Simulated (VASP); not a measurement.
Be: single point with PBEsol

Crystal: Be.

```
Be
1.0
     2.15648    0.00000    0.00000
     0.00000    2.15648    0.00000
     0.00000    0.00000    2.15648
Be
1
Cartesian
  0.0000 0.0000 0.0000
```

This isn't the form of Be at room conditions, which is hcp.

```
Program                : VASP 6.6.1
Task                   : single point
Functional             : PBEsol
Potentials or basis    : VASP PAW PBE potentials, release 64 (Be)
Cutoff                 : 520 eV
k mesh                 : 8 × 8 × 8
Occupations            : gaussian, width 0.1 eV
Spin                   : no spin polarisation
Dipole correction      : no
Further INCAR settings : ALGO = Fast; EDIFF = 1e-07; NBANDS = 7
```

```json
{
 "Pressure": "0.3 GPa",
 "Band gap on the k mesh": "zero (bands 1 and 2 overlap by 7.19 eV)"
}
```

Levels at points of the mesh, in eV from the Fermi level:
```csv
k point,band 1,band 2,band 3,band 4
"(0.00, 0.00, 0.00)",-9.90,13.67,13.67,13.67
"(0.50, 0.00, 0.00)",-4.87,-1.83,17.42,17.42
"(0.50, 0.50, 0.00)",0.57,0.57,6.57,7.31
"(0.50, 0.50, 0.50)",5.37,5.37,5.37,13.26
```

Wall time 3.1 s on 1 thread of Intel Xeon 8259CL, on a shared host, peak memory 0.1 GiB.

Caveat: the k points lie up to 0.36 Å⁻¹ apart, too coarse for converged energies and pressures of a metal; the PAW data sets were made with another functional, which shifts forces and pressure a little.
